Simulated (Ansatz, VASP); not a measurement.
**Ta: VASP beside Ansatz**

```
Ta
1.0
     2.86335    0.00000    0.00000
    -1.43167    2.47973    0.00000
     0.00000    0.00000    5.10277
Ta
2
Direct
  0.33333 0.66667 0.25000
  0.66667 0.33333 0.75000
```

Alike in both runs: functional PBEsol; k mesh 12 × 12 × 7; occupations fermi-dirac, width 0.1 eV; no spin polarisation.

Ansatz relaxed the structure, and its values are those at the end. VASP's run is a single point on that final structure, the one shown.

|  | VASP | Ansatz |
| --- | --- | --- |
| version | VASP 6.6.1 | Ansatz 0.2.0 |
| potentials or method | VASP PAW PBE potentials, release 64 (Ta_pv), cutoff 520 eV | plane waves (420 eV) with PAW, scalar-relativistic |
| valence electrons in the cell | 22 | 26 |

Ansatz gave:

- pressure (GPa): 0.0

Which values does VASP return?

Pressure (GPa): 0.1.

VASP's potentials were made for PBE, not for PBEsol, and Ansatz warns of the same on its side. The functional is the same, so the differences come from potentials, cutoffs and numerics. VASP's potentials hold 22 valence electrons a cell and Ansatz's 26, so a difference there can come from the potentials and not from the codes.

Neither program's run includes spin-orbit coupling.
